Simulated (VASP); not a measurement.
A run of VASP 6.6.1 is set up as follows.

Contents of INCAR:

```
SYSTEM = SiO2
PREC = Accurate
ENCUT = 520
EDIFF = 1E-7
ISMEAR = -1
SIGMA = 0.05
LREAL = .False.
LASPH = .True.
NELM = 60
ALGO = Normal
ISIF = 2
LWAVE = .False.
LCHARG = .False.
GGA = PE
NBANDS = 34
```

Contents of KPOINTS:

```
regular mesh
0
Gamma
  6 6 5
  0 0 0
```

Contents of POSCAR:

```
SiO2
1.0
    4.9926872824      0.0000000000      0.0000000000
   -2.4963436411      4.3237940197      0.0000000000
    0.0000000000      0.0000000000      5.4656205901
Si O
3 6
Direct
    0.5000000000      0.0000000000      0.0000000000
    0.5000000000      0.5000000000      0.3333333333
    0.0000000000      0.5000000000      0.6666666667
    0.4172565700      0.2086282850      0.1666666667
    0.7913717150      0.2086282850      0.8333333333
    0.2086282850      0.4172565700      0.5000000000
    0.5827434300      0.7913717150      0.1666666667
    0.2086282850      0.7913717150      0.8333333333
    0.7913717150      0.5827434300      0.5000000000
```

Potentials or basis: VASP PAW PBE potentials, release 64 (Si, O).

The run is started by

```sh
$ cat potpaw_PBE.64/Si/POTCAR potpaw_PBE.64/O/POTCAR > POTCAR
$ mpirun -np 1 vasp_std > vasp.out
```

Predict the largest force.

0.581 eV/Å.

What does it give for the band gap on the k mesh?

5.93 eV (least direct gap 6.14 eV).

What does it give for the pressure?

13.7 GPa.

Forces in eV/Å, atoms in the order of the input:
```
Si   0.000  0.000  0.000
Si   0.000  0.000  0.000
Si   0.000  0.000  0.000
O   -0.504 -0.291  0.000
O    0.504 -0.291  0.000
O    0.000 -0.581  0.000
O    0.504  0.291  0.000
O   -0.504  0.291  0.000
O    0.000  0.581  0.000
```

Caveat: the cell stands under pressure; an odd mesh through Γ misses points on the zone boundary, where band edges can lie.
